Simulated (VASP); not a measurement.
# Ir: single point with LDA

Crystal: Ir.

```
Ir
1.0
     0.00000    1.80980    2.11204
     1.80980    0.00000    2.11204
     1.80980    1.80980    0.00000
Ir
1
Direct
  0.00000 0.00000 0.00000
```

| Quantity | Value |
| --- | --- |
| Program | VASP 6.6.1 |
| Task | single point |
| Functional | LDA |
| Potentials or basis | VASP PAW LDA potentials, release 64 (Ir_sv_GW) |
| Cutoff | 560 eV |
| k mesh | 22 × 22 × 22 |
| Occupations | gaussian, width 0.15 eV |
| Spin | no spin polarisation |

```
Pressure               : 6.3 GPa
Band gap on the k mesh : zero (an odd number of electrons rules out a gap without spin polarisation)
```

Stress tensor (GPa, compression positive):
```
 25.82   0.00   0.00
  0.00  25.82   0.00
  0.00   0.00 -32.64
```

Levels at points of the mesh, in eV from the Fermi level:
```tsv
k point	band 6	band 7	band 8	band 9	band 10	band 11
(0.00, 0.00, 0.00)	-5.38	-3.08	-3.08	-2.82	0.17	14.02
(0.50, 0.00, 0.00)	-5.09	-3.00	-0.64	0.54	1.33	7.85
(0.50, 0.50, 0.00)	-7.56	-0.19	1.29	1.42	1.42	8.14
(0.50, 0.00, 0.50)	-7.40	0.33	0.53	2.81	2.96	10.09
```

It took 48 s on 1 thread of Intel(R) Xeon(R) 6975P-C (Granite Rapids), on a shared host, peak memory 0.29 GiB.

Caveat: the stress differs along the axes, from -33 to 26 GPa; spin-orbit coupling is left out, which moves the levels of the heavy elements.
